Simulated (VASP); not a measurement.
A run of VASP 6.6.1:

The input POSCAR:

```
TiB2
1.0
    3.0292000000      0.0000000000      0.0000000000
   -1.5146000000      2.6233640000      0.0000000000
    0.0000000000      0.0000000000      3.2284000000
Ti B
1 2
Direct
    0.0000000000      0.0000000000      0.0000000000
    0.3333333333      0.6666666667      0.5000000000
    0.6666666667      0.3333333333      0.5000000000
```

INCAR.step1

```
  ALGO = Normal
  EDIFF = 1E-4
  ENCUT = 600
  GGA = PE
  ISMEAR = 1
  LASPH = True
  LCHARG = False
  LREAL = False
  LWAVE = True
  NELM = 60
  PREC = Accurate
  SIGMA = 0.05
```

Contents of INCAR.step2:

```
  ALGO = Normal
  EDIFF = 1E-6
  EDIFFG = -0.01
  ENCUT = 600
  IBRION = 2
  ISIF = 3
  ISMEAR = 1
  ISTART = 1
  IVDW = 13
  LASPH = True
  LCHARG = False
  LMIXTAU = True
  LREAL = False
  LWAVE = False
  METAGGA = R2SCAN
  NELM = 60
  NSW = 80
  PREC = Accurate
  SIGMA = 0.05
  VDW_A1 = 0.51559235
  VDW_A2 = 5.77342911
  VDW_S6 = 1.0
  VDW_S8 = 0.6018749
```

File KPOINTS:

```
k-points
0
Gamma
  13 13 10
```

Potentials or basis: VASP PAW PBE potentials, release 64 (Ti_sv, B).

The run is started by

```console
$ cat potpaw_PBE.64/Ti_sv/POTCAR potpaw_PBE.64/B/POTCAR > POTCAR
$ cp INCAR.step1 INCAR
$ mpirun -np 1 vasp_std > vasp.out
$ cp INCAR.step2 INCAR
$ mpirun -np 1 vasp_std > vasp.out
```

Hardware: 1 thread of Intel(R) Xeon(R) 6975P-C (Granite Rapids), with other jobs on the host.

How long does it take, and how much memory?

It took 3.3 min on 1 thread of Intel(R) Xeon(R) 6975P-C (Granite Rapids) (shared host), peak memory 0.19 GiB. Counts: k points 126, ion steps 5.
